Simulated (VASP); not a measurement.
# AlSi16 (a cell with a defect) in VASP: single point with PBEsol

Aim: the single point of AlSi16 (a cell with a defect) with PBEsol.

All numbers are computed with VASP 6.6.1; they aren't measurements. Logs are shortened: lines on timing, memory, paths and dates and some standing lists are left out, and cuts for length are marked.

## 1. The cell of the first run

The cell holds a defect, 17 atoms: a = 7.679 Å, b = 7.679 Å, c = 7.679 Å, α = 60.00°, β = 60.00°, γ = 60.00°.

## 2. Single point, PBEsol, collinear spin

The input, INCAR:

```
PREC = Accurate
ENCUT = 520
EDIFF = 1E-6
ISMEAR = -1
SIGMA = 0.05
LREAL = Auto
LASPH = True
NELM = 150
ALGO = Normal
ISIF = 2
LWAVE = False
LCHARG = True
ISPIN = 2
MAGMOM = 0 0 0 0 0 0 0 0 0 0 0 0 0 0 0 0 1
LORBIT = 11
GGA = PS
LELF = True
LVHAR = True
NBANDS = 52
```

The input, KPOINTS:

```
regular mesh
0
Gamma
  2 2 2
```

The input, POSCAR:

```
AlSi16
1.0
    0.0000000000      5.4300000000      5.4300000000
    5.4300000000      0.0000000000      5.4300000000
    5.4300000000      5.4300000000      0.0000000000
Si Al
16 1
Direct
   -0.0045362003     -0.0025119390     -0.0020497648
    0.1259620011      0.1194258150      0.1202467542
    0.0025776808     -0.0203352439      0.5024961597
    0.1232936830      0.1181567256      0.6232343471
    0.0026213171      0.5016905511     -0.0196000001
    0.1233937212      0.6227847719      0.1184742006
   -0.0021494539      0.4974994656      0.4978062709
    0.1186099282      0.6177946970      0.6185321926
    0.5004600515     -0.0004611549      0.0003777784
    0.6241437620      0.1233282998      0.1240670638
    0.4980111935     -0.0025028345      0.4953867610
    0.6203272982      0.1194253687      0.6258767476
    0.4981149873      0.4946416064     -0.0019366870
    0.6203259908      0.6250049685      0.1202451987
    0.4804760881      0.5016931261      0.5025425245
    0.6185188166      0.6227928805      0.6233425637
    0.8685882348      0.3679204961      0.3685259890
```

Potentials or basis: VASP PAW PBE potentials, release 64 (Si, Al).

Command:

```
$ cat potpaw_PBE.64/Si/POTCAR potpaw_PBE.64/Al/POTCAR > POTCAR
$ mpirun -np 1 vasp_std > vasp.out
```

OUTCAR:

```text
PREC = Accurate
   ENCUT = 520
   EDIFF = 1E-6
   ISMEAR = -1
   LREAL = Auto
   LASPH = True
   NELM = 150
   ISIF = 2
   ISPIN = 2
   LORBIT = 11
   GGA = PS

 ion  position               nearest neighbor table
   1  0.995  0.997  0.998-  10 2.33   6 2.35   4 2.35   2 2.35
   2  0.126  0.119  0.120-   9 2.35   1 2.35   3 2.40   5 2.40  17 2.70
   3  0.003  0.980  0.502-   8 2.27   4 2.38   2 2.40  12 2.40  17 2.44
   4  0.123  0.118  0.623-   1 2.35  11 2.35   7 2.38   3 2.38  17 2.77
   5  0.003  0.502  0.980-   8 2.27   6 2.38   2 2.40  14 2.40  17 2.43
   6  0.123  0.623  0.118-   1 2.35  13 2.35   7 2.38   5 2.38  17 2.77
   7  0.998  0.497  0.498-   8 2.27  16 2.38   6 2.38   4 2.38  17 2.43
   8  0.119  0.618  0.619-   7 2.27  15 2.27   5 2.27   3 2.27
   9  0.500  1.000  0.000-  10 2.33   2 2.35  12 2.35  14 2.35
  10  0.624  0.123  0.124-   9 2.33  13 2.33  11 2.33   1 2.33
  11  0.498  0.997  0.495-  10 2.33  16 2.35   4 2.35  12 2.35
  12  0.620  0.119  0.626-   9 2.35  11 2.35   3 2.40  15 2.40  17 2.70
  13  0.498  0.495  0.998-  10 2.33  16 2.35   6 2.35  14 2.35
  14  0.620  0.625  0.120-   9 2.35  13 2.35   5 2.40  15 2.40  17 2.70
  15  0.480  0.502  0.503-   8 2.27  16 2.38  12 2.40  14 2.40  17 2.43
  16  0.619  0.623  0.623-  11 2.35  13 2.35   7 2.38  15 2.38  17 2.77
  17  0.869  0.368  0.369-   7 2.43  15 2.43   5 2.43   3 2.44  14 2.70  12 2.70   2 2.70   4 2.77
                             6 2.77  16 2.77

  LATTYP: Found a face centered cubic cell.
 ALAT       =    10.8600000000

  Lattice vectors:

 A1 = (   0.0000000000,   5.4300000000,   5.4300000000)
 A2 = (   5.4300000000,   0.0000000000,   5.4300000000)
 A3 = (   5.4300000000,   5.4300000000,   0.0000000000)

Analysis of symmetry for initial positions (statically):
=====================================================================
 Subroutine PRICEL returns:
 Original cell was already a primitive cell.

 Routine SETGRP: Setting up the symmetry group for a
 face centered cubic supercell.

 Subroutine GETGRP returns: Found  1 space group operations
 (whereof  1 operations were pure point group operations)
 out of a pool of 48 trial point group operations.

The static configuration has the point symmetry C_1 .

Analysis of symmetry for dynamics (positions and initial velocities):
=====================================================================
 Subroutine PRICEL returns:
 Original cell was already a primitive cell.

 Routine SETGRP: Setting up the symmetry group for a
 face centered cubic supercell.

 Subroutine GETGRP returns: Found  1 space group operations
 (whereof  1 operations were pure point group operations)
 out of a pool of 48 trial point group operations.

The dynamic configuration has the point symmetry C_1 .

Analysis of structural, dynamic, and magnetic symmetry:
=====================================================================
 Subroutine PRICEL returns:
 Original cell was already a primitive cell.

 Routine SETGRP: Setting up the symmetry group for a
 face centered cubic supercell.

 Subroutine GETGRP returns: Found  1 space group operations
 (whereof  1 operations were pure point group operations)
 out of a pool of 48 trial point group operations.

The overall configuration has the point symmetry C_1 .

 Subroutine INISYM returns: Found  1 space group operations
 (whereof  1 operations are pure point group operations),
 and found     1 'primitive' translations

----------------------------------------------------------------------------------------

                                     Primitive cell

  volume of cell :     320.2060

  direct lattice vectors                    reciprocal lattice vectors
     0.000000000  5.430000000  5.430000000    -0.092081031  0.092081031  0.092081031
     5.430000000  0.000000000  5.430000000     0.092081031 -0.092081031  0.092081031
     5.430000000  5.430000000  0.000000000     0.092081031  0.092081031 -0.092081031

  length of vectors
     7.679179644  7.679179644  7.679179644     0.159489025  0.159489025  0.159489025

  position of ions in fractional coordinates (direct lattice)
     0.995463800  0.997488061  0.997950235
     0.125962001  0.119425815  0.120246754
     0.002577681  0.979664756  0.502496160
     0.123293683  0.118156726  0.623234347
     0.002621317  0.501690551  0.980400000
     0.123393721  0.622784772  0.118474201
[... 9 lines left out ...]
     0.618518817  0.622792881  0.623342564
     0.868588235  0.367920496  0.368525989

[... 64 lines left out ...]
 SYSTEM =  unknown system
   PREC   = accura    normal or accurate (medium, high low for compatibility)
   ISTART =      0    job   : 0-new  1-cont  2-samecut
   ICHARG =      2    charge: 1-file 2-atom 10-const
   ISPIN  =      2    spin polarized calculation?
   LNONCOLLINEAR =      F non collinear calculations
   LSORBIT =      F    spin-orbit coupling
   LASPH  =      T    aspherical Exc in radial PAW
   ENCUT  =  520.0 eV  38.22 Ry    6.18 a.u.  14.28 14.28 14.28*2*pi/ulx,y,z
   NELM   =    150;   NELMIN=  2; NELMDL= -5     # of ELM steps
   EDIFF  = 0.1E-05   stopping-criterion for ELM
   LREAL  =      T    real-space projection
   EDIFFG = 0.1E-04   stopping-criterion for IOM
   NSW    =      0    number of steps for IOM
   IBRION =     -1    ionic relax: 0-MD 1-quasi-New 2-CG
   NFREE  =      0    steps in history (QN), initial steepest desc. (CG)
   ISIF   =      2    stress and relaxation
   ISYM   =      2    0-nonsym 1-usesym 2-fastsym
   POTIM  = 0.5000    time-step for ionic-motion
   TEBEG  =    0.0;   TEEND  =   0.0 temperature during run
   PSTRESS=    0.0 pullay stress
   NELECT =      67.0000    total number of electrons
   NUPDOWN=      -1.0000    fix difference up-down
   EMIN   =  10.00;   EMAX   =-10.00  energy-range for DOS
   EFERMI =   0.00;   METHOD = LEGACY
   ISMEAR =    -1;   SIGMA  =   0.05  broadening in eV -4-tet -1-fermi 0-gaus
   EFERMI_NEDOS =   21; number of points for ismear=-14 and -15
   IALGO  =     38    algorithm
   IMIX   =      4    mixing-type and parameters
     AMIX     =   0.40;   BMIX     =  1.00
     AMIX_MAG =   1.60;   BMIX_MAG =  1.00
  volume/ion in A,a.u.               =      18.84       127.11
  Fermi-wavevector in a.u.,A,eV,Ry     =   0.971904  1.836632 12.852022  0.944597
  Thomas-Fermi vector in A             =   2.102159
   LORBIT       =     11    0 simple, 1 ext, 2 COOP (PROOUT), +10 PAW based schemes
   GGA     = PS    functional components
   LHFCALC =     F    Hartree Fock is set to
   AEXX    =    0.0000 exact exchange contribution
   IVDW    =     0    specifies the selected vdW correction
   LEPSILON=     F    determine dielectric tensor
   LRPA    =     F    only Hartree local field effects (RPA)
 spin polarized calculation
  energy-cutoff  :      520.00
  volume of cell :      320.21
 maximum number of plane-waves:      8646
 NGX is ok and might be reduce to    60
   NGX = 29   NGY = 29   NGZ = 29

 number of electron      67.0000000 magnetization       0.0004153

 number of electron      67.0000000 magnetization      -0.0001067

 Free energy of the ion-electron system (eV)
  ---------------------------------------------------
  ext. energy  EPLUGINS =         0.00000000
  ---------------------------------------------------
  free energy    TOTEN  =       -92.55139901 eV

  energy without entropy =      -92.52271545  energy(sigma->0) =      -92.53705723

 E-fermi :   6.7571     XC(G=0):  -9.7884

 val. band max:        6.7543478402   @ k =   0.0000   0.0000   0.0000
 cond. band min:       6.9696397452   @ k =   0.0000   0.5000   0.5000
 fundamental gap:      0.2152919050
 Fermi energy:         6.7570984888

 spin component 1

 k-point     1 :       0.0000    0.0000    0.0000
  band No.  band energies     occupation
      1      -6.0694      1.00000
      2      -3.6018      1.00000
      3      -3.5858      1.00000
      4      -3.5856      1.00000
      5      -3.5846      1.00000
      6      -2.4593      1.00000
[... 373 lines left out ...]
     44      10.2394      0.00000
     45      10.3538      0.00000
 Fermi energy:         6.7570984888

 spin component 2

 k-point     1 :       0.0000    0.0000    0.0000
  band No.  band energies     occupation
      1      -6.0694      1.00000
      2      -3.6018      1.00000
      3      -3.5858      1.00000
      4      -3.5856      1.00000
      5      -3.5846      1.00000
      6      -2.4593      1.00000
[... 373 lines left out ...]
     44      10.2394      0.00000
     45      10.3538      0.00000
 [bands above 45 left out]

------------------------ aborting loop because EDIFF is reached ----------------------------------------

  FORCE on cell =-STRESS in cart. coord.  units (eV):
  Direction    XX          YY          ZZ          XY          YZ          ZX
  --------------------------------------------------------------------------------------
  -------------------------------------------------------------------------------------
  Total        7.2041351      7.2144416      7.2055653      0.1188422      0.1205171      0.1096068
  in kB       36.0464870     36.0980563     36.0536430      0.5946366      0.6030173      0.5484269
  external PRESSURE =      36.0660621 kB  Pullay stress =       0.0000000 kB

 VOLUME and BASIS-vectors are now :
 -----------------------------------------------------------------------------
  energy-cutoff  :      520.00
  volume of cell :      320.21
      direct lattice vectors                 reciprocal lattice vectors
     0.000000000  5.430000000  5.430000000    -0.092081031  0.092081031  0.092081031
     5.430000000  0.000000000  5.430000000     0.092081031 -0.092081031  0.092081031
     5.430000000  5.430000000  0.000000000     0.092081031  0.092081031 -0.092081031

 POSITION                                       TOTAL-FORCE (eV/Angst)
 -----------------------------------------------------------------------------------
     10.83523     10.82424     10.82173         0.006013     -0.016802     -0.017700
      1.30142      1.33691      1.33246         0.024160     -0.014510     -0.013017
      8.04813      2.74255      5.33358         0.018953     -0.043906      0.018797
      4.02575      4.05365      1.31108         0.002536     -0.009865      0.002554
      8.04775      5.33781      2.73841         0.017337      0.016545     -0.042812
      4.02504      1.31334      4.05175         0.001649      0.004315     -0.013047
[... 9 lines left out ...]
      6.76652      6.74331      6.74032        -0.013680      0.003845      0.001786
      3.99890      6.71753      6.71424         0.003918      0.009816      0.004304
 -----------------------------------------------------------------------------------
    total drift:                               -0.006846     -0.010776     -0.007866

  FREE ENERGIE OF THE ION-ELECTRON SYSTEM (eV)
  ---------------------------------------------------
  free  energy   TOTEN  =       -92.5513990095 eV

  energy  without entropy=      -92.5227154489  energy(sigma->0) =      -92.53705723

 total charge

# of ion       s       p       d       tot
------------------------------------------
    1        0.747   0.947   0.000   1.694
    2        0.744   0.926   0.000   1.670
    3        0.760   0.945   0.000   1.705
    4        0.744   0.928   0.000   1.672
    5        0.760   0.945   0.000   1.705
    6        0.744   0.928   0.000   1.672
[... 9 lines left out ...]
   16        0.744   0.928   0.000   1.672
   17        0.505   0.337   0.000   0.842
--------------------------------------------------
tot         12.492  15.430   0.000  27.922

 magnetization (x)

# of ion       s       p       d       tot
------------------------------------------
    1        0.000   0.000   0.000   0.000
    2       -0.000  -0.000   0.000  -0.000
    3        0.000   0.000   0.000   0.000
    4       -0.000  -0.000   0.000  -0.000
    5        0.000   0.000   0.000   0.000
    6       -0.000  -0.000   0.000  -0.000
[... 9 lines left out ...]
   16       -0.000  -0.000   0.000  -0.000
   17       -0.000  -0.000   0.000  -0.000
--------------------------------------------------
tot         -0.000   0.000   0.000   0.000
```

It took 4.9 min on 1 thread of Intel Xeon 6975P-C (Granite Rapids), shared host; peak memory 0.7 GiB.

What came out:

```
Free energy                                           : -92.5514 eV
Pressure                                              : 3.6 GPa
Largest force                                         : 0.063 eV/Å
Net moment                                            : 0.00 μB per cell
Valence electrons inside the program's atomic spheres : Si 1.69, 1.67, 1.71, 1.75, 1.70 (each value once); Al 0.84
```

Forces in eV/Å, atoms in the order of the input:
```
Si   0.006 -0.017 -0.018
Si   0.024 -0.015 -0.013
Si   0.019 -0.044  0.019
Si   0.003 -0.010  0.003
Si   0.017  0.017 -0.043
Si   0.002  0.004 -0.013
Si   0.035  0.037  0.036
Si   0.031  0.029  0.031
Si  -0.010 -0.012 -0.010
Si  -0.015 -0.016 -0.015
Si  -0.017 -0.017  0.006
Si  -0.013 -0.014  0.024
Si  -0.015  0.006 -0.015
Si  -0.013  0.020 -0.013
Si  -0.043  0.017  0.017
Si  -0.014  0.004  0.002
Al   0.004  0.010  0.004
```

Levels at points of the mesh, in eV from the Fermi level:
Spin up:
| k point | band 31 | band 32 | band 33 | band 34 | band 35 | band 36 |
| --- | --- | --- | --- | --- | --- | --- |
| (0.00, 0.00, 0.00) | -0.66 | -0.65 | -0.65 | -0.22 | -0.19 | -0.19 |
| (0.50, 0.00, 0.00) | -1.31 | -1.30 | -0.55 | 0.26 | 0.55 | 0.59 |
| (0.00, 0.50, 0.00) | -1.31 | -1.30 | -0.55 | 0.26 | 0.54 | 0.59 |
| (0.00, 0.00, 0.50) | -1.31 | -1.30 | -0.55 | 0.26 | 0.55 | 0.59 |
| (0.50, 0.50, 0.50) | -1.31 | -1.31 | -0.54 | 0.22 | 0.52 | 0.52 |
| (0.50, 0.50, 0.00) | -1.92 | -1.80 | -0.21 | 0.21 | 1.12 | 1.42 |
| (0.00, 0.50, 0.50) | -1.92 | -1.80 | -0.20 | 0.21 | 1.12 | 1.42 |
| (0.50, 0.00, 0.50) | -1.92 | -1.80 | -0.21 | 0.21 | 1.12 | 1.42 |
Spin down:
| k point | band 30 | band 31 | band 32 | band 33 | band 34 | band 35 | band 36 | band 37 |
| --- | --- | --- | --- | --- | --- | --- | --- | --- |
| (0.00, 0.00, 0.00) | -1.63 | -0.66 | -0.65 | -0.65 | -0.22 | -0.19 | -0.19 | 0.00 |
| (0.50, 0.00, 0.00) | -1.47 | -1.31 | -1.30 | -0.55 | 0.26 | 0.55 | 0.59 | 0.87 |
| (0.00, 0.50, 0.00) | -1.47 | -1.31 | -1.30 | -0.55 | 0.26 | 0.54 | 0.59 | 0.87 |
| (0.00, 0.00, 0.50) | -1.47 | -1.31 | -1.30 | -0.55 | 0.26 | 0.55 | 0.59 | 0.87 |
| (0.50, 0.50, 0.50) | -1.47 | -1.31 | -1.31 | -0.54 | 0.22 | 0.52 | 0.52 | 0.91 |
| (0.50, 0.50, 0.00) | -1.93 | -1.92 | -1.80 | -0.21 | 0.21 | 1.12 | 1.42 | 1.45 |
| (0.00, 0.50, 0.50) | -1.93 | -1.92 | -1.80 | -0.20 | 0.21 | 1.12 | 1.42 | 1.45 |
| (0.50, 0.00, 0.50) | -1.93 | -1.92 | -1.80 | -0.21 | 0.21 | 1.12 | 1.42 | 1.45 |

Caveat: the k points lie up to 0.50 Å⁻¹ apart; the PAW data sets were made with another functional, which shifts forces and pressure a little.
